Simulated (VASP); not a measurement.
# K7NaCl8 in VASP: further runs, part 2 of 2

VASP 6.6.1.

### 3 Single point, PBE

INCAR

```
ALGO = Normal ; EDIFF = 1E-6
ENCUT = 520 ; GGA = PE
ISIF = 2 ; ISMEAR = -1
ISYM = 0 ; LASPH = T
LCHARG = F ; LREAL = Auto
LWAVE = F ; NBANDS = 77
NELM = 60 ; PREC = Accurate
SIGMA = 0.05
```

KPOINTS

```
k-points
0
Gamma
  1 1 1
```

POSCAR

```
K7NaCl8
1.0
    8.0552110000      0.0523980000     -0.0749070000
    0.0523980000      8.1439380000      0.0866740000
   -0.0749070000      0.0866740000      8.1384140000
Na Cl K
1 8 7
Direct
    0.5797716556      0.3123097957      0.7967269564
    0.3275914590      0.4910446450      0.6595255648
    0.8272597814      0.5248359195      0.7846188360
    0.8486971116      0.8844823046      0.1921904852
    0.9596502542      0.3913571742      0.3245573437
    0.3513976118      0.8419744349      0.2591304459
    0.7254915997      0.0394901899      0.6812196610
    0.4002917236      0.3661434127      0.0919337033
    0.2163957467      0.9279338639      0.7828811383
    0.0828960277      0.6909014174      0.4883368311
    0.0245890571      0.2447486194      0.6510256852
    0.0982006018      0.6624855751      0.0279211205
    0.6235598717      0.1563653035      0.3444213078
    0.1116498320      0.1113281111      0.0792225735
    0.6016979924      0.6302415374      0.4344811946
    0.5843785450      0.7815766022      0.9523079894
```

Potentials or basis: VASP PAW PBE potentials, release 64 (Na_pv, Cl, K_sv).

Launch:

```sh
$ cat potpaw_PBE.64/Na_pv/POTCAR potpaw_PBE.64/Cl/POTCAR potpaw_PBE.64/K_sv/POTCAR > POTCAR
$ mpirun -np 1 vasp_gam > vasp.out
```

OUTCAR:

```text
EDIFF = 1E-6
   ENCUT = 520
   GGA = PE
   ISIF = 2
   ISMEAR = -1
   ISYM = 0
   LASPH = T
   LREAL = Auto
   NELM = 60
   PREC = Accurate

 ion  position               nearest neighbor table
   1  0.580  0.312  0.797-   3 2.66   7 2.69   2 2.70
   2  0.328  0.491  0.660-   1 2.70  10 2.86  15 3.11  11 3.18
   3  0.827  0.525  0.785-   1 2.66  11 3.00  12 3.15  16 3.19
   4  0.849  0.884  0.192-  14 2.97  16 3.00  12 3.03  13 3.13
   5  0.960  0.391  0.325-  11 2.93  10 2.98
   6  0.351  0.842  0.259-  15 2.96  10 3.13  12 3.14  16 3.19  14 3.22
   7  0.725  0.039  0.681-   1 2.69  11 2.96  13 2.98
   8  0.400  0.366  0.092-  14 3.14  13 3.16
   9  0.216  0.928  0.783-  14 2.99  12 3.08  11 3.15
  10  0.083  0.691  0.488-   2 2.86   5 2.98   6 3.13  12 3.76
  11  0.025  0.245  0.651-   5 2.93   7 2.96   3 3.00   9 3.15   2 3.18  14 3.68
  12  0.098  0.662  0.028-   4 3.03   9 3.08   6 3.14   3 3.15  14 3.69  10 3.76
  13  0.624  0.156  0.344-   7 2.98   4 3.13   8 3.16
  14  0.112  0.111  0.079-   4 2.97   9 2.99   8 3.14   6 3.22  11 3.68  12 3.69
  15  0.602  0.630  0.434-   6 2.96   2 3.11
  16  0.584  0.782  0.952-   4 3.00   3 3.19   6 3.19

IMPORTANT INFORMATION: All symmetrisations will be switched off!
NOSYMM: (Re-)initialisation of all symmetry stuff for point group C_1.

----------------------------------------------------------------------------------------

                                     Primitive cell

  volume of cell :     533.7600

  direct lattice vectors                    reciprocal lattice vectors
     8.055211000  0.052398000 -0.074907000     0.124159224 -0.000811093  0.001151415
     0.052398000  8.143938000  0.086674000    -0.000811093  0.122809937 -0.001315390
    -0.074907000  0.086674000  8.138414000     0.001151415 -0.001315390  0.122898670

  length of vectors
     8.055729692  8.144567765  8.139220225     0.124167212  0.122819659  0.122911103

  position of ions in fractional coordinates (direct lattice)
     0.579771656  0.312309796  0.796726956
     0.327591459  0.491044645  0.659525565
     0.827259781  0.524835919  0.784618836
     0.848697112  0.884482305  0.192190485
     0.959650254  0.391357174  0.324557344
     0.351397612  0.841974435  0.259130446
[... 8 lines left out ...]
     0.601697992  0.630241537  0.434481195
     0.584378545  0.781576602  0.952307989

  ion indices of the primitive-cell ions
   primitive index   ion index
                 1           1
                 2           2
                 3           3
                 4           4
                 5           5
                 6           6
[... 8 lines left out ...]
                15          15
                16          16

----------------------------------------------------------------------------------------

 KPOINTS: k-points

Automatic generation of k-mesh.
 Grid dimensions read from file:
 generate k-points for:    1    1    1

 Generating k-lattice:

  Cartesian coordinates                     Fractional coordinates (reciprocal lattice)
     0.124159224 -0.000811093  0.001151415     1.000000000 -0.000000000  0.000000000
    -0.000811093  0.122809937 -0.001315390     0.000000000  1.000000000  0.000000000
     0.001151415 -0.001315390  0.122898670     0.000000000  0.000000000  1.000000000

  Length of vectors
     0.124167212  0.122819659  0.122911103

  Shift w.r.t. Gamma in fractional coordinates (k-lattice)
     0.000000000  0.000000000  0.000000000

 Subroutine IBZKPT returns following result:
 ===========================================

 Found      1 irreducible k-points:

 Following reciprocal coordinates:
            Coordinates               Weight
  0.000000  0.000000  0.000000      1.000000
   k-points           NKPTS =      1   k-points in BZ     NKDIM =      1   number of bands    NBANDS=     77
   number of dos      NEDOS =    301   number of ions     NIONS =     16
   total plane-waves  NPLWV = 245760
   dimension x,y,z NGX =    60 NGY =   64 NGZ =   64
   dimension x,y,z NGXF=   120 NGYF=  128 NGZF=  128
   ions per type =               1   8   7
   NGX,Y,Z   is equivalent  to a cutoff of  12.38, 13.06, 13.07 a.u.
   NGXF,Y,Z  is equivalent  to a cutoff of  24.76, 26.13, 26.14 a.u.
 SYSTEM =  unknown system
   PREC   = accura    normal or accurate (medium, high low for compatibility)
   ISTART =      0    job   : 0-new  1-cont  2-samecut
   ICHARG =      2    charge: 1-file 2-atom 10-const
   ISPIN  =      1    spin polarized calculation?
   LNONCOLLINEAR =      F non collinear calculations
   LSORBIT =      F    spin-orbit coupling
   LASPH  =      T    aspherical Exc in radial PAW
   ENCUT  =  520.0 eV  38.22 Ry    6.18 a.u.  14.98 15.14 15.13*2*pi/ulx,y,z
   NELM   =     60;   NELMIN=  2; NELMDL= -5     # of ELM steps
   EDIFF  = 0.1E-05   stopping-criterion for ELM
   LREAL  =      T    real-space projection
   EDIFFG = 0.1E-04   stopping-criterion for IOM
   NSW    =      0    number of steps for IOM
   IBRION =     -1    ionic relax: 0-MD 1-quasi-New 2-CG
   NFREE  =      0    steps in history (QN), initial steepest desc. (CG)
   ISIF   =      2    stress and relaxation
   ISYM   =      0    0-nonsym 1-usesym 2-fastsym
   POTIM  = 0.5000    time-step for ionic-motion
   TEBEG  =    0.0;   TEEND  =   0.0 temperature during run
   PSTRESS=    0.0 pullay stress
   NELECT =     126.0000    total number of electrons
   NUPDOWN=      -1.0000    fix difference up-down
   EMIN   =  10.00;   EMAX   =-10.00  energy-range for DOS
   EFERMI =   0.00;   METHOD = LEGACY
   ISMEAR =    -1;   SIGMA  =   0.05  broadening in eV -4-tet -1-fermi 0-gaus
   EFERMI_NEDOS =   21; number of points for ismear=-14 and -15
   IALGO  =     38    algorithm
   IMIX   =      4    mixing-type and parameters
     AMIX     =   0.40;   BMIX     =  1.00
     AMIX_MAG =   1.60;   BMIX_MAG =  1.00
  volume/ion in A,a.u.               =      33.36       225.12
  Fermi-wavevector in a.u.,A,eV,Ry     =   1.011773  1.911973 13.928070  1.023684
  Thomas-Fermi vector in A             =   2.144842
   LORBIT       =      0    0 simple, 1 ext, 2 COOP (PROOUT), +10 PAW based schemes
   GGA     = PE    functional components
   LHFCALC =     F    Hartree Fock is set to
   AEXX    =    0.0000 exact exchange contribution
   IVDW    =     0    specifies the selected vdW correction
   LEPSILON=     F    determine dielectric tensor
   LRPA    =     F    only Hartree local field effects (RPA)
 non-spin polarized calculation
  energy-cutoff  :      520.00
  volume of cell :      533.76
 maximum number of plane-waves:      7178
 NGX is ok and might be reduce to    60
   NGX = 29   NGY = 31   NGZ = 31

 number of electron     126.0000004 magnetization

 Free energy of the ion-electron system (eV)
  ---------------------------------------------------
  ext. energy  EPLUGINS =         0.00000000
  ---------------------------------------------------
  free energy    TOTEN  =       -52.21620010 eV

  energy without entropy =      -52.21620010  energy(sigma->0) =      -52.21620010

 E-fermi :  -0.3662     XC(G=0):  -7.1196

 val. band max:       -1.6892419248   @ k =   0.0000   0.0000   0.0000
 cond. band min:       2.5837202750   @ k =   0.0000   0.0000   0.0000
 fundamental gap:      4.2729621997
 Fermi energy:        -0.3662416609

 k-point     1 :       0.0000    0.0000    0.0000
  band No.  band energies     occupation
      1     -30.1482      2.00000
      2     -29.8987      2.00000
      3     -29.6939      2.00000
      4     -29.6104      2.00000
      5     -29.4879      2.00000
      6     -29.4256      2.00000
[... 67 lines left out ...]
     74       5.7871      0.00000
     75       5.8677      0.00000
 [bands above 75 left out]

------------------------ aborting loop because EDIFF is reached ----------------------------------------

  FORCE on cell =-STRESS in cart. coord.  units (eV):
  Direction    XX          YY          ZZ          XY          YZ          ZX
  --------------------------------------------------------------------------------------
  -------------------------------------------------------------------------------------
  Total        0.9769976      1.5282364      3.1917737     -0.1836757     -0.4526732      0.8002046
  in kB        2.9326353      4.5872786      9.5806872     -0.5513358     -1.3587805      2.4019592
  external PRESSURE =       5.7002003 kB  Pullay stress =       0.0000000 kB

 VOLUME and BASIS-vectors are now :
 -----------------------------------------------------------------------------
  energy-cutoff  :      520.00
  volume of cell :      533.76
      direct lattice vectors                 reciprocal lattice vectors
     8.055211000  0.052398000 -0.074907000     0.124159224 -0.000811093  0.001151415
     0.052398000  8.143938000  0.086674000    -0.000811093  0.122809937 -0.001315390
    -0.074907000  0.086674000  8.138414000     0.001151415 -0.001315390  0.122898670

 POSITION                                       TOTAL-FORCE (eV/Angst)
 -----------------------------------------------------------------------------------
      4.62687      2.64287      6.46773        -0.365146     -0.048003      0.361694
      2.61514      4.07337      5.38551         0.447387     -0.300581     -0.086266
      6.63248      4.38558      6.36907        -0.095582      0.190890      0.006653
      6.86838      7.26430      1.57721        -0.184193     -0.088773      0.249511
      7.72638      3.26560      2.60342        -0.408529     -0.098934     -0.333614
      2.85529      6.89786      2.15557         0.035599      0.174707     -0.000398
[... 8 lines left out ...]
      4.84728      5.20183      3.54554         0.088599      0.033255      0.022575
      4.67691      6.47827      7.77424        -0.278299      0.005539     -0.289131
 -----------------------------------------------------------------------------------
    total drift:                               -0.000254     -0.015812     -0.004484

  FREE ENERGIE OF THE ION-ELECTRON SYSTEM (eV)
  ---------------------------------------------------
  free  energy   TOTEN  =       -52.2162000951 eV

  energy  without entropy=      -52.2162000951  energy(sigma->0) =      -52.21620010
```

Run time: 43 s. Hardware: 1 thread of Intel Xeon 6975P-C (Granite Rapids), shared host; peak memory 0.5 GiB.

What came out:

```
Free energy            : -52.2162 eV
Pressure               : 0.6 GPa
Largest force          : 0.554 eV/Å
Band gap on the k mesh : 4.27 eV
```

Forces on the atoms (eV/Å):
```
Na  -0.365 -0.048  0.362
Cl   0.447 -0.301 -0.086
Cl  -0.096  0.191  0.007
Cl  -0.184 -0.089  0.250
Cl  -0.409 -0.099 -0.334
Cl   0.036  0.175  0.000
Cl  -0.275  0.001  0.075
Cl   0.339 -0.059  0.019
Cl  -0.022  0.067 -0.004
K   -0.063  0.528  0.154
K    0.493 -0.179 -0.017
K    0.190 -0.397 -0.148
K   -0.145 -0.107 -0.299
K    0.242  0.278  0.288
K    0.089  0.033  0.023
K   -0.278  0.006 -0.289
```

Levels at points of the mesh, in eV from the valence-band top:
| k point | band 61 | band 62 | band 63 | band 64 | band 65 | band 66 |
| --- | --- | --- | --- | --- | --- | --- |
| (0.00, 0.00, 0.00) | -0.13 | -0.08 | 0.00 | 4.27 | 6.19 | 6.47 |

Caveat: the k points lie up to 0.78 Å⁻¹ apart.
